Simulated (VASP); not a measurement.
# AgB2 (P6/mmm) in VASP: notebook

AgB2 is run at these levels: PBEsol; tasks: single point.

Program: VASP 6.6.1. These are calculated values, not measurements. Logs are shortened: lines on timing, memory, paths and dates and some standing lists are left out, and cuts for length are marked.

**1. The cell of the first run**

Symmetry: P6/mmm, No. 191, hexagonal system. The conventional cell has a = 3.020 Å, b = 3.020 Å, c = 3.261 Å, α = 90.00°, β = 90.00°, γ = 120.00°. Ag (site symmetry 6/mmm) has 12 B at 2.39 Å and 6 Ag at 3.02 Å within 3.2 Å. B (site symmetry -6m2) has 3 B at 1.74 Å within 2.3 Å.

**2. Single point, PBEsol (volume scaled by 1.02)**

Contents of INCAR:

```
SYSTEM = AgB2
PREC = Accurate
ENCUT = 520
EDIFF = 1E-7
ISMEAR = -1
SIGMA = 0.05
LREAL = .FALSE.
LASPH = .TRUE.
NELM = 80
ALGO = Normal
ISIF = 2
LWAVE = .FALSE.
LCHARG = .FALSE.
GGA = PS
NBANDS = 16
```

Contents of KPOINTS:

```
regular mesh
0
G
  16 16 13
  0 0 0
```

Contents of POSCAR:

```
AgB2
1.0
    3.0198697800      0.0000000000      0.0000000000
   -1.5099348901      2.6152839457      0.0000000000
    0.0000000000      0.0000000000      3.2614575790
Ag B
1 2
Direct
    0.0000000000      0.0000000000      0.0000000000
    0.3333333333      0.6666666667      0.5000000000
    0.6666666667      0.3333333333      0.5000000000
```

Potentials or basis: VASP PAW PBE potentials, release 64 (Ag, B).

Started as:

```console
cat potpaw_PBE.64/Ag/POTCAR potpaw_PBE.64/B/POTCAR > POTCAR
mpirun -np 1 vasp_std > vasp.out
```

OUTCAR:

```text
SYSTEM = AgB2
   PREC = Accurate
   ENCUT = 520
   EDIFF = 1E-7
   ISMEAR = -1
   LREAL = .FALSE.
   LASPH = .TRUE.
   NELM = 80
   ISIF = 2
   GGA = PS

 ion  position               nearest neighbor table
   1  0.000  0.000  0.000-   2 2.39   3 2.39   2 2.39   3 2.39   3 2.39   3 2.39   2 2.39   2 2.39
                             3 2.39   3 2.39   2 2.39   2 2.39
   2  0.333  0.667  0.500-   3 1.74   3 1.74   3 1.74   1 2.39   1 2.39   1 2.39   1 2.39   1 2.39
                             1 2.39
   3  0.667  0.333  0.500-   2 1.74   2 1.74   2 1.74   1 2.39   1 2.39   1 2.39   1 2.39   1 2.39
                             1 2.39

  LATTYP: Found a hexagonal cell.
 ALAT       =     3.0198697800
 C/A-ratio  =     1.0799994094

  Lattice vectors:

 A1 = (   3.0198697800,   0.0000000000,   0.0000000000)
 A2 = (  -1.5099348901,   2.6152839457,   0.0000000000)
 A3 = (   0.0000000000,   0.0000000000,   3.2614575790)

Analysis of symmetry for initial positions (statically):
=====================================================================
 Subroutine PRICEL returns:
 Original cell was already a primitive cell.

 Routine SETGRP: Setting up the symmetry group for a
 hexagonal supercell.

 Subroutine GETGRP returns: Found 24 space group operations
 (whereof 24 operations were pure point group operations)
 out of a pool of 24 trial point group operations.

The static configuration has the point symmetry D_6h.

Analysis of symmetry for dynamics (positions and initial velocities):
=====================================================================
 Subroutine PRICEL returns:
 Original cell was already a primitive cell.

 Routine SETGRP: Setting up the symmetry group for a
 hexagonal supercell.

 Subroutine GETGRP returns: Found 24 space group operations
 (whereof 24 operations were pure point group operations)
 out of a pool of 24 trial point group operations.

The dynamic configuration has the point symmetry D_6h.

 Subroutine INISYM returns: Found 24 space group operations
 (whereof 24 operations are pure point group operations),
 and found     1 'primitive' translations

----------------------------------------------------------------------------------------

                                     Primitive cell

  volume of cell :      25.7584

  direct lattice vectors                    reciprocal lattice vectors
     3.019869780  0.000000000  0.000000000     0.331140106  0.191183830  0.000000000
[... 82 lines left out ...]
   ISPIN  =      1    spin polarized calculation?
   LNONCOLLINEAR =      F non collinear calculations
   LSORBIT =      F    spin-orbit coupling
   LASPH  =      T    aspherical Exc in radial PAW
   ENCUT  =  520.0 eV  38.22 Ry    6.18 a.u.   5.61  5.61  6.06*2*pi/ulx,y,z
   NELM   =     80;   NELMIN=  2; NELMDL= -5     # of ELM steps
   EDIFF  = 0.1E-06   stopping-criterion for ELM
   LREAL  =      F    real-space projection
   EDIFFG = 0.1E-05   stopping-criterion for IOM
   NSW    =      0    number of steps for IOM
   IBRION =     -1    ionic relax: 0-MD 1-quasi-New 2-CG
   NFREE  =      0    steps in history (QN), initial steepest desc. (CG)
   ISIF   =      2    stress and relaxation
   ISYM   =      2    0-nonsym 1-usesym 2-fastsym
   POTIM  = 0.5000    time-step for ionic-motion
   TEBEG  =    0.0;   TEEND  =   0.0 temperature during run
   PSTRESS=    0.0 pullay stress
   NELECT =      17.0000    total number of electrons
   NUPDOWN=      -1.0000    fix difference up-down
   EMIN   =  10.00;   EMAX   =-10.00  energy-range for DOS
   EFERMI =   0.00;   METHOD = LEGACY
   ISMEAR =    -1;   SIGMA  =   0.05  broadening in eV -4-tet -1-fermi 0-gaus
   EFERMI_NEDOS =   21; number of points for ismear=-14 and -15
   IALGO  =     38    algorithm
   IMIX   =      4    mixing-type and parameters
     AMIX     =   0.40;   BMIX     =  1.00
     AMIX_MAG =   1.60;   BMIX_MAG =  1.00
  volume/ion in A,a.u.               =       8.59        57.94
  Fermi-wavevector in a.u.,A,eV,Ry     =   1.425339  2.693500 27.641482  2.031592
  Thomas-Fermi vector in A             =   2.545734
   LORBIT       =      0    0 simple, 1 ext, 2 COOP (PROOUT), +10 PAW based schemes
   GGA     = PS    functional components
   LHFCALC =     F    Hartree Fock is set to
   AEXX    =    0.0000 exact exchange contribution
   IVDW    =     0    specifies the selected vdW correction
   LEPSILON=     F    determine dielectric tensor
   LRPA    =     F    only Hartree local field effects (RPA)
 non-spin polarized calculation
  energy-cutoff  :      520.00
  volume of cell :       25.76
 maximum number of plane-waves:       721
 NGX is ok and might be reduce to    24
   NGX = 11   NGY = 11   NGZ = 13

 number of electron      16.9999996 magnetization

 Free energy of the ion-electron system (eV)
  ---------------------------------------------------
  ext. energy  EPLUGINS =         0.00000000
  ---------------------------------------------------
  free energy    TOTEN  =       -14.95092299 eV

  energy without entropy =      -14.93905534  energy(sigma->0) =      -14.94498917

 E-fermi :  10.3498     XC(G=0): -13.3203

 val. band max:       10.3443859632   @ k =   0.1250   0.0000   0.3846
 cond. band min:      10.3589276378   @ k =   0.3125   0.0000   0.3846
 fundamental gap:      0.0145416746
 Fermi energy:        10.3497566405

 k-point     1 :       0.0000    0.0000    0.0000
  band No.  band energies     occupation
      1      -3.8872      2.00000
      2       3.3029      2.00000
      3       3.8205      2.00000
      4       3.8205      2.00000
      5       5.3329      2.00000
      6       5.3329      2.00000
[... 433 lines left out ...]
      3       3.3477      2.00000
      4       3.4902      2.00000
      5       4.7497      2.00000
      6       5.1526      2.00000
[... 8 lines left out ...]
     15      24.3049      0.00000
     16      25.5145      0.00000

 [... further k-points ...]
[... 5 lines left out ...]
  --------------------------------------------------------------------------------------
  -------------------------------------------------------------------------------------
  Total        4.7399542      4.7399542      9.7530844     -0.0000000      0.0000000      0.0000000
  in kB      294.8261036    294.8261036    606.6438060     -0.0000000      0.0000000      0.0000000
  external PRESSURE =     398.7653377 kB  Pullay stress =       0.0000000 kB

 VOLUME and BASIS-vectors are now :
 -----------------------------------------------------------------------------
  energy-cutoff  :      520.00
  volume of cell :       25.76
      direct lattice vectors                 reciprocal lattice vectors
     3.019869780  0.000000000  0.000000000     0.331140106  0.191183830  0.000000000
    -1.509934890  2.615283946  0.000000000     0.000000000  0.382367659  0.000000000
     0.000000000  0.000000000  3.261457579     0.000000000  0.000000000  0.306611377

 POSITION                                       TOTAL-FORCE (eV/Angst)
 -----------------------------------------------------------------------------------
      0.00000      0.00000      0.00000        -0.000000      0.000000      0.000000
     -0.00000      1.74352      1.63073         0.000000     -0.000000     -0.000000
      1.50993      0.87176      1.63073        -0.000000      0.000000      0.000000
 -----------------------------------------------------------------------------------
    total drift:                               -0.000000      0.000000      0.000000

  FREE ENERGIE OF THE ION-ELECTRON SYSTEM (eV)
  ---------------------------------------------------
  free  energy   TOTEN  =       -14.9509229926 eV

  energy  without entropy=      -14.9390553448  energy(sigma->0) =      -14.94498917
```

Run time: 63 s. Hardware: 1 thread of Intel Xeon Platinum 8175M at 2.50GHz (Skylake/Cascade Lake), shared host; peak memory 0.2 GiB.

What came out:

| Item | Value |
| --- | --- |
| Free energy | -14.9509 eV |
| Pressure | 39.9 GPa |

Stress tensor (GPa, compression positive):
```
29.48  0.00  0.00
 0.00 29.48  0.00
 0.00  0.00 60.66
```

Caveat: the PAW data sets were made with another functional, which shifts forces and pressure a little.

**3. Single point, PBEsol (zz strain of +2 %)**

Contents of INCAR:

```
ALGO = Normal ; EDIFF = 1E-7
ENCUT = 520 ; GGA = PS
ISIF = 2 ; ISMEAR = -1
LASPH = T ; LCHARG = T
LELF = T ; LREAL = F
LVHAR = T ; LWAVE = F
NBANDS = 16 ; NELM = 60
PREC = Accurate ; SIGMA = 0.05
```

Contents of KPOINTS:

```
k-points
0
Gamma
  16 16 13
```

Contents of POSCAR:

```
AgB2
1.0
    3.0000016405      0.0000000000      0.0000000000
   -1.5000008203      2.5980776321      0.0000000000
    0.0000000000      0.0000000000      3.3048000000
Ag B
1 2
Direct
    0.0000000000      0.0000000000      0.0000000000
    0.3333333333      0.6666666667      0.5000000000
    0.6666666667      0.3333333333      0.5000000000
```

Potentials or basis: VASP PAW PBE potentials, release 64 (Ag, B).

Started as:

```console
cat potpaw_PBE.64/Ag/POTCAR potpaw_PBE.64/B/POTCAR > POTCAR
mpirun -np 1 vasp_std > vasp.out
```

It took 1.9 min on 1 thread of Intel Xeon Platinum 8175M at 2.50GHz (Skylake/Cascade Lake), shared host; peak memory 0.21 GiB.

The run converged. Its results:

- Free energy: -15.0142 eV
- Pressure: 40.3 GPa

Stress tensor (GPa, compression positive):
```
30.85  0.00  0.00
 0.00 30.85  0.00
 0.00  0.00 59.24
```

Levels at points of the mesh, in eV from the Fermi level:
```csv
k point,band 5,band 6,band 7,band 8,band 9,band 10,band 11,band 12
"(0.00, 0.00, 0.00)",-4.97,-4.97,-3.40,1.08,1.08,5.20,5.75,5.75
"(0.50, 0.00, 0.00)",-5.27,-4.40,-3.20,-3.18,2.78,4.18,5.82,6.36
```

Caveat: the cell differs from its parent crystal (zz strain of +2 %); the PAW data sets were made with another functional, which shifts forces and pressure a little.

**4. Single point, PBEsol (volume scaled by 1.06)**

Contents of INCAR:

```
  ALGO = Normal
  EDIFF = 1E-6
  ENCUT = 520
  GGA = PS
  ISIF = 2
  ISMEAR = -1
  LASPH = T
  LCHARG = F
  LREAL = F
  LWAVE = F
  NBANDS = 16
  NELM = 60
  PREC = Accurate
  SIGMA = 0.05
```

KPOINTS is that of step 3.

Contents of POSCAR:

```
AgB2
1.0
    3.0588401399      0.0000000000      0.0000000000
   -1.5294200700      2.6490332673      0.0000000000
    0.0000000000      0.0000000000      3.3035455446
Ag B
1 2
Direct
    0.0000000000      0.0000000000      0.0000000000
    0.3333333333      0.6666666667      0.5000000000
    0.6666666667      0.3333333333      0.5000000000
```

Potentials or basis: VASP PAW PBE potentials, release 64 (Ag, B).

Started as:

```console
cat potpaw_PBE.64/Ag/POTCAR potpaw_PBE.64/B/POTCAR > POTCAR
mpirun -np 1 vasp_std > vasp.out
```

OUTCAR:

```text
EDIFF = 1E-6
   ENCUT = 520
   GGA = PS
   ISIF = 2
   ISMEAR = -1
   LASPH = T
   LREAL = F
   NELM = 60
   PREC = Accurate

 ion  position               nearest neighbor table
   1  0.000  0.000  0.000-   2 2.42   3 2.42   2 2.42   3 2.42   3 2.42   3 2.42   2 2.42   2 2.42
                             3 2.42   3 2.42   2 2.42   2 2.42
   2  0.333  0.667  0.500-   3 1.77   3 1.77   3 1.77   1 2.42   1 2.42   1 2.42   1 2.42   1 2.42
                             1 2.42
   3  0.667  0.333  0.500-   2 1.77   2 1.77   2 1.77   1 2.42   1 2.42   1 2.42   1 2.42   1 2.42
                             1 2.42

  LATTYP: Found a hexagonal cell.
 ALAT       =     3.0588401399
 C/A-ratio  =     1.0799994094

  Lattice vectors:

 A1 = (   3.0588401399,   0.0000000000,   0.0000000000)
 A2 = (  -1.5294200700,   2.6490332673,   0.0000000000)
 A3 = (   0.0000000000,   0.0000000000,   3.3035455446)

Analysis of symmetry for initial positions (statically):
=====================================================================
 Subroutine PRICEL returns:
 Original cell was already a primitive cell.

 Routine SETGRP: Setting up the symmetry group for a
 hexagonal supercell.
[... 165 lines left out ...]
  free energy    TOTEN  =       -15.16333165 eV

  energy without entropy =      -15.15114177  energy(sigma->0) =      -15.15723671

 E-fermi :   9.7716     XC(G=0): -13.1168

 val. band max:        9.7634837202   @ k =   0.1250   0.0625   0.3846
 cond. band min:       9.7716502378   @ k =   0.3125   0.0000   0.3846
 fundamental gap:      0.0081665175
 Fermi energy:         9.7716078216

 k-point     1 :       0.0000    0.0000    0.0000
  band No.  band energies     occupation
      1      -4.0884      2.00000
      2       3.0236      2.00000
      3       3.4969      2.00000
      4       3.4969      2.00000
      5       4.9115      2.00000
      6       4.9115      2.00000
[... 433 lines left out ...]
      3       3.0474      2.00000
      4       3.1861      2.00000
      5       4.3693      2.00000
      6       4.7470      2.00000
[... 8 lines left out ...]
     15      23.3816      0.00000
     16      24.5380      0.00000

 [... further k-points ...]
[... 5 lines left out ...]
  --------------------------------------------------------------------------------------
  -------------------------------------------------------------------------------------
  Total        2.8691847      2.8691847      8.0737652     -0.0000000     -0.0000000      0.0000000
  in kB      171.7293808    171.7293808    483.2392544     -0.0000000     -0.0000000      0.0000000
  external PRESSURE =     275.5660053 kB  Pullay stress =       0.0000000 kB

 VOLUME and BASIS-vectors are now :
 -----------------------------------------------------------------------------
  energy-cutoff  :      520.00
  volume of cell :       26.77
      direct lattice vectors                 reciprocal lattice vectors
     3.058840140  0.000000000  0.000000000     0.326921302  0.188748102  0.000000000
    -1.529420070  2.649033267  0.000000000     0.000000000  0.377496203  0.000000000
     0.000000000  0.000000000  3.303545545     0.000000000  0.000000000  0.302705074

 POSITION                                       TOTAL-FORCE (eV/Angst)
 -----------------------------------------------------------------------------------
      0.00000      0.00000      0.00000        -0.000000      0.000000      0.000000
     -0.00000      1.76602      1.65177         0.000000      0.000000      0.000000
      1.52942      0.88301      1.65177        -0.000000      0.000000      0.000000
 -----------------------------------------------------------------------------------
    total drift:                               -0.000000      0.000000     -0.000000

  FREE ENERGIE OF THE ION-ELECTRON SYSTEM (eV)
  ---------------------------------------------------
  free  energy   TOTEN  =       -15.1633316457 eV

  energy  without entropy=      -15.1511417733  energy(sigma->0) =      -15.15723671
```

stdout:

```text
POSCAR found type information on POSCAR AgB
 POSCAR found :  2 types and       3 ions
 scaLAPACK will be used
 -----------------------------------------------------------------------------
|                                                                             |
|                                                                             |
|     You enforced a specific xc type in the INCAR file but a different       |
|     I HOPE YOU KNOW WHAT YOU ARE DOING!                                     |
|                                                                             |
 -----------------------------------------------------------------------------

 LDA part: xc-table for (Slater+PW92), standard interpolation
 POSCAR, INCAR and KPOINTS ok, starting setup
 FFT: planning ... GRIDC
 FFT: planning ... GRID_SOFT
 FFT: planning ... GRID
 WAVECAR not read
 entering main loop
```

Wall time 93 s (1 thread of Intel Xeon Platinum 8175M at 2.50GHz (Skylake/Cascade Lake), shared host); peak memory 0.21 GiB.

Results:

- Free energy: -15.1633 eV
- Pressure: 27.6 GPa

Caveat: the PAW data sets were made with another functional, which shifts forces and pressure a little.

**5. The runs side by side**

| cell | gap on the mesh (eV) | pressure (GPa) |
| --- | --- | --- |
| a = 3.020, b = 3.020, c = 3.261 Å, angles 90.0, 90.0, 120.0°, 3 atoms | none | 39.9 |
| a = 3.000, b = 3.000, c = 3.305 Å, angles 90.0, 90.0, 120.0°, 3 atoms | none | 40.3 |
| a = 3.059, b = 3.059, c = 3.304 Å, angles 90.0, 90.0, 120.0°, 3 atoms | none | 27.6 |

Alike in all rows: task single point; level PBEsol; potentials or basis VASP PAW PBE potentials, release 64 (Ag, B); no spin polarisation; k mesh 16 × 16 × 13; cutoff (eV) 520; smearing fermi-dirac 0.05 eV.

Caveats: the PAW data sets were made with another functional, which shifts forces and pressure a little.

Total energies depend on the potentials used, so only differences within one code and one set of settings carry meaning.
